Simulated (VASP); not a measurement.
# NaI (Fm-3m) in VASP: a series of runs

The runs below take NaI through single point, with r2SCAN.

Program: VASP 6.6.1. These are calculated values, not measurements. Logs are shortened: lines on timing, memory, paths and dates and some standing lists are left out, and cuts for length are marked.

### Step 1. The cell of the first run

Symmetry: Fm-3m, No. 225, cubic system. The conventional cell has a = 6.459 Å, b = 6.459 Å, c = 6.459 Å, α = 90.00°, β = 90.00°, γ = 90.00°. Within 4.2 Å of Na (site symmetry m-3m) lie 6 I at 3.23 Å. I (site symmetry m-3m) has 6 Na at 3.23 Å within 4.2 Å.

### Step 2. Single point, r2SCAN

POSCAR reads:

```
NaI
1.0
    0.0000000000      3.2296282834      3.2296282834
    3.2296282834      0.0000000000      3.2296282834
    3.2296282834      3.2296282834      0.0000000000
Na I
1 1
Direct
    0.0000000000      0.0000000000      0.0000000000
    0.5000000000      0.5000000000      0.5000000000
```

INCAR.step1 reads:

```
SYSTEM = NaI
PREC     = Accurate       ! precision mode
ENCUT    = 520            ! plane-wave cutoff, eV
ISMEAR   = 0              ! smearing method
SIGMA    = 0.01           ! smearing width, eV
LREAL    = .FALSE.        ! projectors in reciprocal space
LASPH    = .TRUE.         ! aspherical terms in the spheres
NELM     = 100            ! most SCF steps
NBANDS   = 14             ! bands
GGA      = PE             ! functional
ALGO     = Normal         ! electronic algorithm
EDIFF    = 1E-4           ! SCF threshold, eV
LWAVE    = .TRUE.         ! write WAVECAR
LCHARG   = .FALSE.        ! write CHGCAR
```

INCAR.step2 reads:

```
SYSTEM = NaI
PREC     = Accurate       ! precision mode
ENCUT    = 520            ! plane-wave cutoff, eV
EDIFF    = 1E-6           ! SCF threshold, eV
ISMEAR   = 0              ! smearing method
SIGMA    = 0.01           ! smearing width, eV
LREAL    = .FALSE.        ! projectors in reciprocal space
LASPH    = .TRUE.         ! aspherical terms in the spheres
NELM     = 100            ! most SCF steps
ALGO     = Normal         ! electronic algorithm
ISIF     = 2              ! what is computed and relaxed
LWAVE    = .FALSE.        ! write WAVECAR
LCHARG   = .TRUE.         ! write CHGCAR
METAGGA  = R2SCAN         ! meta-GGA
LMIXTAU  = .TRUE.       
LELF     = .TRUE.         ! ELF
LVHAR    = .TRUE.       
NBANDS   = 14             ! bands
ISTART   = 1
```

KPOINTS reads:

```
regular mesh
0
G
  8 8 8
  0 0 0
```

Potentials or basis: VASP PAW PBE potentials, release 64 (Na_pv, I).

The run is started by

```
$ cat potpaw_PBE.64/Na_pv/POTCAR potpaw_PBE.64/I/POTCAR > POTCAR
$ cp INCAR.step1 INCAR
$ mpirun -np 1 vasp_std > vasp.out
$ cp INCAR.step2 INCAR
$ mpirun -np 1 vasp_std > vasp.out
```

OUTCAR:

```text
SYSTEM = NaI
   PREC = Accurate
   ENCUT = 520
   EDIFF = 1E-6
   ISMEAR = 0
   LREAL = .FALSE.
   LASPH = .TRUE.
   NELM = 100
   ISIF = 2
   METAGGA = R2SCAN
   ISTART = 1

 ion  position               nearest neighbor table
   1  0.000  0.000  0.000-
   2  0.500  0.500  0.500-

  LATTYP: Found a face centered cubic cell.
 ALAT       =     6.4592565668

  Lattice vectors:

 A1 = (   0.0000000000,   3.2296282834,   3.2296282834)
 A2 = (   3.2296282834,   0.0000000000,   3.2296282834)
 A3 = (   3.2296282834,   3.2296282834,   0.0000000000)

Analysis of symmetry for initial positions (statically):
=====================================================================
 Subroutine PRICEL returns:
 Original cell was already a primitive cell.

 Routine SETGRP: Setting up the symmetry group for a
 face centered cubic supercell.

 Subroutine GETGRP returns: Found 48 space group operations
 (whereof 48 operations were pure point group operations)
 out of a pool of 48 trial point group operations.

The static configuration has the point symmetry O_h .

Analysis of symmetry for dynamics (positions and initial velocities):
=====================================================================
 Subroutine PRICEL returns:
 Original cell was already a primitive cell.

 Routine SETGRP: Setting up the symmetry group for a
 face centered cubic supercell.

 Subroutine GETGRP returns: Found 48 space group operations
 (whereof 48 operations were pure point group operations)
 out of a pool of 48 trial point group operations.

The dynamic configuration has the point symmetry O_h .

 Subroutine INISYM returns: Found 48 space group operations
 (whereof 48 operations are pure point group operations),
 and found     1 'primitive' translations

----------------------------------------------------------------------------------------

                                     Primitive cell

  volume of cell :      67.3733

  direct lattice vectors                    reciprocal lattice vectors
     0.000000000  3.229628283  3.229628283    -0.154816578  0.154816578  0.154816578
     3.229628283  0.000000000  3.229628283     0.154816578 -0.154816578  0.154816578
     3.229628283  3.229628283  0.000000000     0.154816578  0.154816578 -0.154816578

  length of vectors
     4.567384120  4.567384120  4.567384120     0.268150179  0.268150179  0.268150179

  position of ions in fractional coordinates (direct lattice)
     0.000000000  0.000000000  0.000000000
     0.500000000  0.500000000  0.500000000

  ion indices of the primitive-cell ions
   primitive index   ion index
                 1           1
                 2           2

----------------------------------------------------------------------------------------

 KPOINTS: regular mesh

Automatic generation of k-mesh.
 Grid dimensions read from file:
 generate k-points for:    8    8    8

 Generating k-lattice:

  Cartesian coordinates                     Fractional coordinates (reciprocal lattice)
    -0.019352072  0.019352072  0.019352072     0.125000000  0.000000000  0.000000000
     0.019352072 -0.019352072  0.019352072     0.000000000  0.125000000  0.000000000
     0.019352072  0.019352072 -0.019352072     0.000000000  0.000000000  0.125000000

  Length of vectors
     0.033518772  0.033518772  0.033518772

  Shift w.r.t. Gamma in fractional coordinates (k-lattice)
     0.000000000  0.000000000  0.000000000

 Subroutine IBZKPT returns following result:
 ===========================================

 Found     29 irreducible k-points:

 Following reciprocal coordinates:
            Coordinates               Weight
  0.000000  0.000000  0.000000      1.000000
  0.125000  0.000000  0.000000      8.000000
  0.250000  0.000000  0.000000      8.000000
  0.375000  0.000000  0.000000      8.000000
  0.500000  0.000000  0.000000      4.000000
  0.125000  0.125000  0.000000      6.000000
[... 16 lines left out ...]
  0.500000  0.250000  0.125000     48.000000
 -0.375000  0.250000  0.125000     24.000000
 [... further k-points ...]
   k-points           NKPTS =     29   k-points in BZ     NKDIM =     29   number of bands    NBANDS=     14
   number of dos      NEDOS =    301   number of ions     NIONS =      2
   total plane-waves  NPLWV =  46656
   dimension x,y,z NGX =    36 NGY =   36 NGZ =   36
   dimension x,y,z NGXF=    72 NGYF=   72 NGZF=   72
   ions per type =               1   1
   NGX,Y,Z   is equivalent  to a cutoff of  13.10, 13.10, 13.10 a.u.
   NGXF,Y,Z  is equivalent  to a cutoff of  26.21, 26.21, 26.21 a.u.
 SYSTEM =  NaI
   PREC   = accura    normal or accurate (medium, high low for compatibility)
   ISTART =      1    job   : 0-new  1-cont  2-samecut
   ICHARG =      0    charge: 1-file 2-atom 10-const
   ISPIN  =      1    spin polarized calculation?
   LNONCOLLINEAR =      F non collinear calculations
   LSORBIT =      F    spin-orbit coupling
   LASPH  =      T    aspherical Exc in radial PAW
   ENCUT  =  520.0 eV  38.22 Ry    6.18 a.u.   8.49  8.49  8.49*2*pi/ulx,y,z
   NELM   =    100;   NELMIN=  2; NELMDL=  0     # of ELM steps
   EDIFF  = 0.1E-05   stopping-criterion for ELM
   LREAL  =      F    real-space projection
   EDIFFG = 0.1E-04   stopping-criterion for IOM
   NSW    =      0    number of steps for IOM
   IBRION =     -1    ionic relax: 0-MD 1-quasi-New 2-CG
   NFREE  =      0    steps in history (QN), initial steepest desc. (CG)
   ISIF   =      2    stress and relaxation
   ISYM   =      2    0-nonsym 1-usesym 2-fastsym
   POTIM  = 0.5000    time-step for ionic-motion
   TEBEG  =    0.0;   TEEND  =   0.0 temperature during run
   PSTRESS=    0.0 pullay stress
   NELECT =      14.0000    total number of electrons
   NUPDOWN=      -1.0000    fix difference up-down
   EMIN   =  10.00;   EMAX   =-10.00  energy-range for DOS
   EFERMI =   0.00;   METHOD = LEGACY
   ISMEAR =     0;   SIGMA  =   0.01  broadening in eV -4-tet -1-fermi 0-gaus
   EFERMI_NEDOS =   21; number of points for ismear=-14 and -15
   IALGO  =     38    algorithm
   IMIX   =      4    mixing-type and parameters
     AMIX     =   0.40;   BMIX     =  1.00
     AMIX_MAG =   1.60;   BMIX_MAG =  1.00
  volume/ion in A,a.u.               =      33.69       227.33
  Fermi-wavevector in a.u.,A,eV,Ry     =   0.969665  1.832401 12.792876  0.940250
  Thomas-Fermi vector in A             =   2.099736
   LORBIT       =      0    0 simple, 1 ext, 2 COOP (PROOUT), +10 PAW based schemes
   METAGGA = R2SCAN    functional components
   LHFCALC =     F    Hartree Fock is set to
   AEXX    =    0.0000 exact exchange contribution
   IVDW    =     0    specifies the selected vdW correction
   LEPSILON=     F    determine dielectric tensor
   LRPA    =     F    only Hartree local field effects (RPA)
 non-spin polarized calculation
 Gauss-broadening in eV      SIGMA  =   0.01
  energy-cutoff  :      520.00
  volume of cell :       67.37
 maximum number of plane-waves:      1839
 NGX is ok and might be reduce to    36
   NGX = 17   NGY = 17   NGZ = 17

 number of electron      13.9999994 magnetization

 Free energy of the ion-electron system (eV)
  ---------------------------------------------------
  ext. energy  EPLUGINS =         0.00000000
  ---------------------------------------------------
  free energy    TOTEN  =       -31.08585875 eV

  energy without entropy =      -31.08585875  energy(sigma->0) =      -31.08585875

 E-fermi :   0.6532     XC(G=0):  -8.0956

 val. band max:        0.5239504300   @ k =   0.0000   0.0000   0.0000
 cond. band min:       4.9822158763   @ k =   0.0000   0.0000   0.0000
 fundamental gap:      4.4582654463
 Fermi energy:         0.6532106022

 k-point     1 :       0.0000    0.0000    0.0000
  band No.  band energies     occupation
      1     -22.7206      2.00000
      2     -22.7203      2.00000
      3     -22.7203      2.00000
      4     -10.8383      2.00000
      5       0.5239      2.00000
      6       0.5240      2.00000
      7       0.5240      2.00000
      8       4.9822      0.00000
      9       8.9986      0.00000
     10       8.9986      0.00000
     11       8.9986      0.00000
     12      10.8606      0.00000
     13      10.8606      0.00000
     14      11.6467      0.00000

 k-point     2 :       0.1250    0.0000    0.0000
  band No.  band energies     occupation
      1     -22.7211      2.00000
      2     -22.7205      2.00000
      3     -22.7203      2.00000
      4     -10.7919      2.00000
      5       0.0790      2.00000
      6       0.4764      2.00000
      7       0.4764      2.00000
      8       5.4844      0.00000
      9       8.6451      0.00000
     10       9.1650      0.00000
     11       9.1650      0.00000
     12      10.4874      0.00000
     13      10.4875      0.00000
     14      12.3136      0.00000

 k-point     3 :       0.2500    0.0000    0.0000
  band No.  band energies     occupation
      1     -22.7229      2.00000
      2     -22.7207      2.00000
      3     -22.7204      2.00000
      4     -10.6755      2.00000
      5      -0.7595      2.00000
      6       0.3668      2.00000
      7       0.3668      2.00000
      8       6.1856      0.00000
      9       8.6964      0.00000
     10       9.1022      0.00000
     11       9.1023      0.00000
     12      10.7126      0.00000
     13      10.7126      0.00000
     14      11.8773      0.00000
[... 324 lines left out ...]
 k-point    23 :       0.5000    0.2500    0.1250
  band No.  band energies     occupation
      1     -22.7242      2.00000
      2     -22.7219      2.00000
      3     -22.7208      2.00000
      4     -10.4941      2.00000
      5      -1.2642      2.00000
      6      -0.3326      2.00000
      7       0.0871      2.00000
      8       7.2376      0.00000
      9       7.7967      0.00000
     10       8.5608      0.00000
     11       9.7272      0.00000
     12      11.4810      0.00000
     13      13.4297      0.00000
     14      13.7260      0.00000

 k-point    24 :      -0.3750    0.2500    0.1250
  band No.  band energies     occupation
      1     -22.7246      2.00000
      2     -22.7220      2.00000
      3     -22.7210      2.00000
      4     -10.4524      2.00000
      5      -1.4097      2.00000
      6      -0.4127      2.00000
      7       0.0189      2.00000
      8       7.2784      0.00000
      9       7.5423      0.00000
     10       9.4762      0.00000
     11       9.5211      0.00000
     12      11.7757      0.00000
     13      12.9289      0.00000
     14      14.0782      0.00000

 [... further k-points ...]

------------------------ aborting loop because EDIFF is reached ----------------------------------------

  FORCE on cell =-STRESS in cart. coord.  units (eV):
  Direction    XX          YY          ZZ          XY          YZ          ZX
  --------------------------------------------------------------------------------------
  -------------------------------------------------------------------------------------
  Total       -0.0314366     -0.0314366     -0.0314366     -0.0000000      0.0000000      0.0000000
  in kB       -0.7475825     -0.7475825     -0.7475825     -0.0000000      0.0000000      0.0000000
  external PRESSURE =      -0.7475825 kB  Pullay stress =       0.0000000 kB

 VOLUME and BASIS-vectors are now :
 -----------------------------------------------------------------------------
  energy-cutoff  :      520.00
  volume of cell :       67.37
      direct lattice vectors                 reciprocal lattice vectors
     0.000000000  3.229628283  3.229628283    -0.154816578  0.154816578  0.154816578
     3.229628283  0.000000000  3.229628283     0.154816578 -0.154816578  0.154816578
     3.229628283  3.229628283  0.000000000     0.154816578  0.154816578 -0.154816578

 POSITION                                       TOTAL-FORCE (eV/Angst)
 -----------------------------------------------------------------------------------
      0.00000      0.00000      0.00000        -0.000000     -0.000000      0.000000
      3.22963      3.22963      3.22963         0.000000      0.000000      0.000000
 -----------------------------------------------------------------------------------
    total drift:                                0.000000      0.000000      0.000000

  FREE ENERGIE OF THE ION-ELECTRON SYSTEM (eV)
  ---------------------------------------------------
  free  energy   TOTEN  =       -31.0858587540 eV

  energy  without entropy=      -31.0858587540  energy(sigma->0) =      -31.08585875
```

Wall time 1.9 min (1 thread of AMD EPYC 7R13 (Zen 3), shared host); peak memory 0.19 GiB.

Results:

| Property | Result |
| --- | --- |
| Free energy | -31.0859 eV |
| Pressure | -0.1 GPa |
| Band gap on the k mesh | 4.46 eV |

Levels at points of the mesh, in eV from the valence-band top:
| k point | band 5 | band 6 | band 7 | band 8 | band 9 | band 10 |
| --- | --- | --- | --- | --- | --- | --- |
| (0.00, 0.00, 0.00) | 0.00 | 0.00 | 0.00 | 4.46 | 8.47 | 8.47 |
| (0.50, 0.00, 0.00) | -2.21 | -0.30 | -0.30 | 5.70 | 8.08 | 8.08 |
| (0.50, 0.50, 0.00) | -1.96 | -0.77 | -0.77 | 5.23 | 6.01 | 10.77 |

Caveat: the PAW data sets were made with another functional, which shifts forces and pressure a little; spin-orbit coupling is left out, which moves the levels of the heavy elements. r2SCAN opens gaps a little over a GGA but as a rule still falls short of measured ones.

### Step 3. Single point, r2SCAN (strain +1.7%)

POSCAR reads:

```
NaI
1.0
    0.0000000000      3.2842090014      3.2842090014
    3.2842090014      0.0000000000      3.2842090014
    3.2842090014      3.2842090014      0.0000000000
Na I
1 1
Direct
    0.0000000000      0.0000000000      0.0000000000
    0.5000000000      0.5000000000      0.5000000000
```

INCAR.step1 reads:

```
SYSTEM = NaI
PREC = Accurate ; ENCUT = 520
ISMEAR = 0 ; SIGMA = 0.01
LREAL = .False. ; LASPH = .True.
NELM = 100 ; NBANDS = 14
GGA = PE ; ALGO = Normal
EDIFF = 1E-4 ; LWAVE = .True.
LCHARG = .False.
```

INCAR.step2 reads:

```
SYSTEM = NaI
PREC = Accurate ; ENCUT = 520
EDIFF = 1E-7 ; ISMEAR = 0
SIGMA = 0.01 ; LREAL = .False.
LASPH = .True. ; NELM = 100
ALGO = Normal ; ISIF = 2
LWAVE = .False. ; LCHARG = .False.
METAGGA = R2SCAN ; LMIXTAU = .True.
NBANDS = 14 ; ISTART = 1
```

KPOINTS reads:

```
Automatic mesh
0
Gamma
  8 8 8
  0 0 0
```

Potentials or basis: VASP PAW PBE potentials, release 64 (Na_pv, I).

The run is started by

```
$ cat potpaw_PBE.64/Na_pv/POTCAR potpaw_PBE.64/I/POTCAR > POTCAR
$ cp INCAR.step1 INCAR
$ mpirun -np 1 vasp_std > vasp.out
$ cp INCAR.step2 INCAR
$ mpirun -np 1 vasp_std > vasp.out
```

Run time: 2.4 min. Hardware: 1 thread of AMD EPYC 7R13 (Zen 3), shared host; peak memory 0.2 GiB.

The run converged. Its results:

```
Free energy            : -31.0758 eV
Pressure               : -0.8 GPa
Band gap on the k mesh : 4.31 eV
```

Levels at points of the mesh, in eV from the valence-band top:
| k point | band 5 | band 6 | band 7 | band 8 | band 9 | band 10 |
| --- | --- | --- | --- | --- | --- | --- |
| (0.00, 0.00, 0.00) | 0.00 | 0.00 | 0.00 | 4.31 | 8.47 | 8.47 |
| (0.50, 0.00, 0.00) | -2.03 | -0.27 | -0.27 | 5.67 | 8.03 | 8.03 |
| (0.50, 0.50, 0.00) | -1.79 | -0.70 | -0.70 | 5.19 | 6.09 | 10.43 |

Caveat: the cell differs from its parent crystal (strain +1.7%); the PAW data sets were made with another functional, which shifts forces and pressure a little; spin-orbit coupling is left out, which moves the levels of the heavy elements.

(Continued in part 2 of 2.)
